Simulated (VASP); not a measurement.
# CdS (P3m1) in VASP: notebook

The runs below take CdS through single point, with PBE.

All numbers are computed with VASP 6.6.1; they aren't measurements. Logs are shortened: lines on timing, memory, paths and dates and some standing lists are left out, and cuts for length are marked.

**1. The cell of the first run**

Symmetry: P3m1, No. 156, trigonal system. Conventional cell: a = 4.261 Å, b = 4.261 Å, c = 5.804 Å, α = 90.00°, β = 90.00°, γ = 120.00°. Cd (site symmetry 3m) has 3 S at 2.46 Å within 3.2 Å. S (site symmetry 3m) has 3 Cd at 2.46 Å within 3.2 Å.

**2. Single point, PBE**

File INCAR:

```
PREC = Accurate
ENCUT = 520
EDIFF = 1E-6
ISMEAR = 0
SIGMA = 0.019000000000000003
LREAL = F
LASPH = T
NELM = 80
ALGO = Normal
ISIF = 2
LWAVE = F
LCHARG = F
GGA = PE
NBANDS = 16
```

File KPOINTS:

```
regular mesh
0
Gamma
  7 7 5
```

File POSCAR:

```
CdS
1.0
    4.2611695877      0.0000000000      0.0000000000
   -2.1305847939      3.6902811128      0.0000000000
    0.0000000000      0.0000000000      5.8041729400
Cd S
1 1
Direct
    0.0000000000      0.0000000000      0.4426919200
    0.6666666667      0.3333333333      0.4343080800
```

Potentials or basis: VASP PAW PBE potentials, release 64 (Cd, S).

Run with:

```console
> cat potpaw_PBE.64/Cd/POTCAR potpaw_PBE.64/S/POTCAR > POTCAR
> mpirun -np 1 vasp_std > vasp.out
```

OUTCAR:

```text
PREC = Accurate
   ENCUT = 520
   EDIFF = 1E-6
   ISMEAR = 0
   LREAL = F
   LASPH = T
   NELM = 80
   ISIF = 2
   GGA = PE

 ion  position               nearest neighbor table
   1  0.000  0.000  0.443-   2 2.46   2 2.46   2 2.46
   2  0.667  0.333  0.434-   1 2.46   1 2.46   1 2.46

  LATTYP: Found a hexagonal cell.
 ALAT       =     4.2611695877
 C/A-ratio  =     1.3621079426

  Lattice vectors:

 A1 = (   4.2611695877,   0.0000000000,   0.0000000000)
 A2 = (  -2.1305847939,   3.6902811128,   0.0000000000)
 A3 = (   0.0000000000,   0.0000000000,   5.8041729400)

Analysis of symmetry for initial positions (statically):
=====================================================================
 Subroutine PRICEL returns:
 Original cell was already a primitive cell.

 Routine SETGRP: Setting up the symmetry group for a
 hexagonal supercell.

 Subroutine GETGRP returns: Found  6 space group operations
 (whereof  6 operations were pure point group operations)
 out of a pool of 24 trial point group operations.

The static configuration has the point symmetry C_3v.

Analysis of symmetry for dynamics (positions and initial velocities):
=====================================================================
 Subroutine PRICEL returns:
 Original cell was already a primitive cell.

 Routine SETGRP: Setting up the symmetry group for a
 hexagonal supercell.

 Subroutine GETGRP returns: Found  6 space group operations
 (whereof  6 operations were pure point group operations)
 out of a pool of 24 trial point group operations.

The dynamic configuration has the point symmetry C_3v.

 Subroutine INISYM returns: Found  6 space group operations
 (whereof  6 operations are pure point group operations),
 and found     1 'primitive' translations

----------------------------------------------------------------------------------------

                                     Primitive cell

  volume of cell :      91.2701

  direct lattice vectors                    reciprocal lattice vectors
     4.261169588  0.000000000  0.000000000     0.234677353  0.135491033  0.000000000
    -2.130584794  3.690281113  0.000000000     0.000000000  0.270982066  0.000000000
     0.000000000  0.000000000  5.804172940     0.000000000  0.000000000  0.172289835

  length of vectors
     4.261169588  4.261169588  5.804172940     0.270982066  0.270982066  0.172289835

  position of ions in fractional coordinates (direct lattice)
     0.000000000  0.000000000  0.442691920
     0.666666667  0.333333333  0.434308080

  ion indices of the primitive-cell ions
   primitive index   ion index
                 1           1
                 2           2

----------------------------------------------------------------------------------------

 KPOINTS: regular mesh

Automatic generation of k-mesh.
 Grid dimensions read from file:
 generate k-points for:    7    7    5

 Generating k-lattice:

  Cartesian coordinates                     Fractional coordinates (reciprocal lattice)
     0.033525336  0.019355862  0.000000000     0.142857143 -0.000000000  0.000000000
     0.000000000  0.038711724  0.000000000     0.000000000  0.142857143  0.000000000
     0.000000000  0.000000000  0.034457967     0.000000000  0.000000000  0.200000000

  Length of vectors
     0.038711724  0.038711724  0.034457967

  Shift w.r.t. Gamma in fractional coordinates (k-lattice)
     0.000000000  0.000000000  0.000000000

 Subroutine IBZKPT returns following result:
 ===========================================

 Found     32 irreducible k-points:

 Following reciprocal coordinates:
            Coordinates               Weight
  0.000000  0.000000  0.000000      1.000000
  0.142857 -0.000000  0.000000      6.000000
  0.285714  0.000000  0.000000      6.000000
  0.428571 -0.000000  0.000000      6.000000
  0.142857  0.142857  0.000000      6.000000
  0.285714  0.142857  0.000000     12.000000
[... 16 lines left out ...]
  0.000000  0.142857  0.400000      6.000000
  0.285714  0.000000  0.400000      6.000000
 [... further k-points ...]
   k-points           NKPTS =     32   k-points in BZ     NKDIM =     32   number of bands    NBANDS=     16
   number of dos      NEDOS =    301   number of ions     NIONS =      2
   total plane-waves  NPLWV =  49152
   dimension x,y,z NGX =    32 NGY =   32 NGZ =   48
   dimension x,y,z NGXF=    64 NGYF=   64 NGZF=   96
   ions per type =               1   1
   NGX,Y,Z   is equivalent  to a cutoff of  12.48, 12.48, 13.75 a.u.
   NGXF,Y,Z  is equivalent  to a cutoff of  24.97, 24.97, 27.50 a.u.
 SYSTEM =  unknown system
   PREC   = accura    normal or accurate (medium, high low for compatibility)
   ISTART =      0    job   : 0-new  1-cont  2-samecut
   ICHARG =      2    charge: 1-file 2-atom 10-const
   ISPIN  =      1    spin polarized calculation?
   LNONCOLLINEAR =      F non collinear calculations
   LSORBIT =      F    spin-orbit coupling
   LASPH  =      T    aspherical Exc in radial PAW
   ENCUT  =  520.0 eV  38.22 Ry    6.18 a.u.   7.92  7.92 10.79*2*pi/ulx,y,z
   NELM   =     80;   NELMIN=  2; NELMDL= -5     # of ELM steps
   EDIFF  = 0.1E-05   stopping-criterion for ELM
   LREAL  =      F    real-space projection
   EDIFFG = 0.1E-04   stopping-criterion for IOM
   NSW    =      0    number of steps for IOM
   IBRION =     -1    ionic relax: 0-MD 1-quasi-New 2-CG
   NFREE  =      0    steps in history (QN), initial steepest desc. (CG)
   ISIF   =      2    stress and relaxation
   ISYM   =      2    0-nonsym 1-usesym 2-fastsym
   POTIM  = 0.5000    time-step for ionic-motion
   TEBEG  =    0.0;   TEEND  =   0.0 temperature during run
   PSTRESS=    0.0 pullay stress
   NELECT =      18.0000    total number of electrons
   NUPDOWN=      -1.0000    fix difference up-down
   EMIN   =  10.00;   EMAX   =-10.00  energy-range for DOS
   EFERMI =   0.00;   METHOD = LEGACY
   ISMEAR =     0;   SIGMA  =   0.02  broadening in eV -4-tet -1-fermi 0-gaus
   EFERMI_NEDOS =   21; number of points for ismear=-14 and -15
   IALGO  =     38    algorithm
   IMIX   =      4    mixing-type and parameters
     AMIX     =   0.40;   BMIX     =  1.00
     AMIX_MAG =   1.60;   BMIX_MAG =  1.00
  volume/ion in A,a.u.               =      45.64       307.96
  Fermi-wavevector in a.u.,A,eV,Ry     =   0.952919  1.800756 12.354841  0.908055
  Thomas-Fermi vector in A             =   2.081527
   LORBIT       =      0    0 simple, 1 ext, 2 COOP (PROOUT), +10 PAW based schemes
   GGA     = PE    functional components
   LHFCALC =     F    Hartree Fock is set to
   AEXX    =    0.0000 exact exchange contribution
   IVDW    =     0    specifies the selected vdW correction
   LEPSILON=     F    determine dielectric tensor
   LRPA    =     F    only Hartree local field effects (RPA)
 non-spin polarized calculation
 Gauss-broadening in eV      SIGMA  =   0.02
  energy-cutoff  :      520.00
  volume of cell :       91.27
 maximum number of plane-waves:      2478
   NGX = 15   NGY = 15   NGZ = 21

 number of electron      18.0000002 magnetization

 Free energy of the ion-electron system (eV)
  ---------------------------------------------------
  ext. energy  EPLUGINS =         0.00000000
  ---------------------------------------------------
  free energy    TOTEN  =        -5.64886534 eV

  energy without entropy =       -5.64886534  energy(sigma->0) =       -5.64886534

 E-fermi :  -1.9702     XC(G=0):  -6.1436

 val. band max:       -2.1166756881   @ k =   0.0000   0.0000   0.4000
 cond. band min:      -0.6450869855   @ k =   0.0000   0.0000   0.0000
 fundamental gap:      1.4715887026
 Fermi energy:        -1.9701615168

 k-point     1 :       0.0000    0.0000    0.0000
  band No.  band energies     occupation
      1     -13.7261      2.00000
      2      -9.7565      2.00000
      3      -9.7565      2.00000
      4      -9.2517      2.00000
      5      -9.2517      2.00000
      6      -9.0459      2.00000
[... 8 lines left out ...]
     15       8.9016      0.00000
     16       9.5934      0.00000

 k-point     2 :       0.1429   -0.0000    0.0000
  band No.  band energies     occupation
      1     -13.6638      2.00000
      2      -9.7278      2.00000
      3      -9.7051      2.00000
      4      -9.2728      2.00000
      5      -9.2547      2.00000
      6      -9.0239      2.00000
[... 8 lines left out ...]
     15       9.3820      0.00000
     16       9.5885      0.00000

 k-point     3 :       0.2857    0.0000    0.0000
  band No.  band energies     occupation
      1     -13.5226      2.00000
      2      -9.6256      2.00000
      3      -9.5831      2.00000
      4      -9.3184      2.00000
      5      -9.2613      2.00000
      6      -8.9630      2.00000
[... 8 lines left out ...]
     15       8.4548      0.00000
     16       8.8044      0.00000

 k-point     4 :       0.4286   -0.0000    0.0000
  band No.  band energies     occupation
      1     -13.4090      2.00000
      2      -9.4974      2.00000
      3      -9.4778      2.00000
      4      -9.3532      2.00000
      5      -9.2665      2.00000
      6      -8.8805      2.00000
[... 8 lines left out ...]
     15       8.1599      0.00000
     16       8.3347      0.00000
[... 324 lines left out ...]
 k-point    22 :       0.1429   -0.0000    0.4000
  band No.  band energies     occupation
      1     -13.6608      2.00000
      2      -9.7276      2.00000
      3      -9.7049      2.00000
      4      -9.2736      2.00000
      5      -9.2552      2.00000
      6      -9.0159      2.00000
[... 8 lines left out ...]
     15       8.0784      0.00000
     16       8.8319      0.00000

 k-point    23 :       0.0000    0.1429    0.4000
  band No.  band energies     occupation
      1     -13.6608      2.00000
      2      -9.7276      2.00000
      3      -9.7049      2.00000
      4      -9.2736      2.00000
      5      -9.2552      2.00000
      6      -9.0159      2.00000
[... 8 lines left out ...]
     15       8.0406      0.00000
     16       8.8358      0.00000

 k-point    24 :       0.2857    0.0000    0.4000
  band No.  band energies     occupation
      1     -13.5200      2.00000
      2      -9.6251      2.00000
      3      -9.5830      2.00000
      4      -9.3199      2.00000
      5      -9.2619      2.00000
      6      -8.9573      2.00000
[... 8 lines left out ...]
     15       7.8493      0.00000
     16       8.3209      0.00000

 [... further k-points ...]

------------------------ aborting loop because EDIFF is reached ----------------------------------------

  FORCE on cell =-STRESS in cart. coord.  units (eV):
  Direction    XX          YY          ZZ          XY          YZ          ZX
  --------------------------------------------------------------------------------------
  -------------------------------------------------------------------------------------
  Total       -0.0507329     -0.0507329     -0.0029052      0.0000000      0.0000000      0.0000000
  in kB       -0.8905780     -0.8905780     -0.0509989      0.0000000      0.0000000      0.0000000
  external PRESSURE =      -0.6107183 kB  Pullay stress =       0.0000000 kB

 VOLUME and BASIS-vectors are now :
 -----------------------------------------------------------------------------
  energy-cutoff  :      520.00
  volume of cell :       91.27
      direct lattice vectors                 reciprocal lattice vectors
     4.261169588  0.000000000  0.000000000     0.234677353  0.135491033  0.000000000
    -2.130584794  3.690281113  0.000000000     0.000000000  0.270982066  0.000000000
     0.000000000  0.000000000  5.804172940     0.000000000  0.000000000  0.172289835

 POSITION                                       TOTAL-FORCE (eV/Angst)
 -----------------------------------------------------------------------------------
      0.00000      0.00000      2.56946        -0.000000      0.000000     -0.002428
      2.13058      1.23009      2.52080         0.000000      0.000000      0.002428
 -----------------------------------------------------------------------------------
    total drift:                                0.000001     -0.000000      0.000032

  FREE ENERGIE OF THE ION-ELECTRON SYSTEM (eV)
  ---------------------------------------------------
  free  energy   TOTEN  =        -5.6488653449 eV

  energy  without entropy=       -5.6488653449  energy(sigma->0) =       -5.64886534
```

Run time: 45 s. Hardware: 1 thread of Intel Xeon 8259CL, shared host; peak memory 0.23 GiB.

What came out:

```yaml
Free_energy: -5.6489 eV
Pressure: -0.1 GPa
Band_gap_on_the_k_mesh: 1.47 eV
```

Forces on the atoms (eV/Å):
```
Cd   0.000  0.000 -0.002
S    0.000  0.000  0.002
```

Caveat: an odd mesh through Γ misses points on the zone boundary, where band edges can lie.

**3. Single point, PBE**

File INCAR:

```
PREC = Accurate
ENCUT = 520
EDIFF = 1E-7
ISMEAR = 0
SIGMA = 0.020999999999999998
LREAL = F
LASPH = T
NELM = 100
ALGO = Normal
ISIF = 2
LWAVE = F
LCHARG = T
GGA = PE
LELF = T
LVHAR = T
NBANDS = 16
```

File KPOINTS:

```
Automatic mesh
0
Gamma
  7 7 5
```

POSCAR is that of step 2.

Potentials or basis: VASP PAW PBE potentials, release 64 (Cd, S).

Run with:

```console
> cat potpaw_PBE.64/Cd/POTCAR potpaw_PBE.64/S/POTCAR > POTCAR
> mpirun -np 1 vasp_std > vasp.out
```

Run time: 72 s. Hardware: 1 thread of Intel Xeon 8259CL, shared host; peak memory 0.23 GiB.

Results (log left out):

```yaml
Free_energy: -5.6489 eV
Pressure: -0.1 GPa
Band_gap_on_the_k_mesh: 1.47 eV
```

Forces on the atoms (eV/Å):
```
Cd   0.000  0.000 -0.002
S    0.000  0.000  0.002
```

Stress tensor (GPa, compression positive):
```
-0.09  0.00  0.00
 0.00 -0.09  0.00
 0.00  0.00 -0.01
```

Levels at points of the mesh, in eV from the valence-band top:
| k point | band 6 | band 7 | band 8 | band 9 | band 10 | band 11 | band 12 | band 13 |
| --- | --- | --- | --- | --- | --- | --- | --- | --- |
| (0.00, 0.00, 0.00) | -6.93 | -1.05 | 0.00 | 0.00 | 1.47 | 5.58 | 6.93 | 6.93 |

Caveat: an odd mesh through Γ misses points on the zone boundary, where band edges can lie.
